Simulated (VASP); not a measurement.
A run of VASP 6.6.1 is set up as follows.

INCAR

```
ALGO     = Fast           # electronic algorithm
EDIFF    = 1E-6           # SCF threshold, eV
ENCUT    = 520            # plane-wave cutoff, eV
GGA      = PE             # functional
ISIF     = 2              # what is computed and relaxed
ISMEAR   = 0              # smearing method
ISPIN    = 2              # spin polarisation
LASPH    = T              # aspherical terms in the spheres
LCHARG   = T              # write CHGCAR
LELF     = T              # ELF
LMAXMIX  = 4              # l up to which the mixer works
LORBIT   = 11             # projections on sites
LREAL    = F              # projectors in reciprocal space
LVHAR    = T            
LWAVE    = F              # write WAVECAR
MAGMOM   = 0 3.69 3.69 3.69 # initial moments
NBANDS   = 37             # bands
NELM     = 150            # most SCF steps
PREC     = Accurate       # precision mode
SIGMA    = 0.05           # smearing width, eV
```

The input KPOINTS:

```
k-points
0
Gamma
  8 8 8
```

Contents of POSCAR:

```
YMn3
1.0
    4.2005882315      0.0000000000      0.0000000000
    0.0000000000      4.2005882315      0.0000000000
    0.0000000000      0.0000000000      4.2005882315
Y Mn
1 3
Direct
    0.0000000000      0.0000000000      0.0000000000
    0.0000000000      0.5000000000      0.5000000000
    0.5000000000      0.5000000000      0.0000000000
    0.5000000000      0.0000000000      0.5000000000
```

Potentials or basis: VASP PAW PBE potentials, release 64 (Y_sv, Mn_pv).

The run is started by

```console
$ cat potpaw_PBE.64/Y_sv/POTCAR potpaw_PBE.64/Mn_pv/POTCAR > POTCAR
$ mpirun -np 1 vasp_std > vasp.out
```

Q: Predict the site moments.

A: Y -0.31; Mn +3.32 μB.

Q: Predict the net moment.

A: 9.87 μB per cell.

Q: Estimate the pressure.

A: -5.0 GPa.

Caveat: the cell stands under tension.
